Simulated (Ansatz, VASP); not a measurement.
**C: VASP beside Ansatz**

```
C
1.0
     1.61276    0.00000    0.00000
     0.00000    2.72990    0.00000
     0.00000    0.00000    4.36921
C
2
Direct
  0.00000 0.50000 0.62164
  0.50000 0.00000 0.37836
```

Alike in both runs: task single point; functional PBE; k mesh 10 × 6 × 4; occupations gaussian, width 0.1 eV; collinear spin.

|  | VASP | Ansatz |
| --- | --- | --- |
| version | VASP 6.6.1 | Ansatz 0.2.0 |
| potentials or method | VASP PAW PBE potentials, release 64 (C), cutoff 520 eV | scalar-relativistic, plane waves, PAW |
| valence electrons in the cell | 8 | 8 |

```tsv
	VASP	Ansatz	Ansatz less VASP
gap on the k mesh at the Fermi level (eV)	none	none	-
pressure (GPa)	0.3	0.2	-0.14
traceless stress, the component that is largest in VASP (GPa)	0.13	0.11	-0.022
rms of the force components (eV/Å)	0.011	0.004	-0.0067
net moment per atom (μB)	0.00	0.00	0.000
```

Atom by atom the forces differ by 0.007 eV/Å (rms over components). A gap of «none» marks a metal or a gap that the smearing closes. With one functional, cell and mesh, what is left measures potentials, basis and numerics. Ansatz's warnings: seeded moment not kept.

The k mesh is coarse, so the values compare programs but aren't converged.
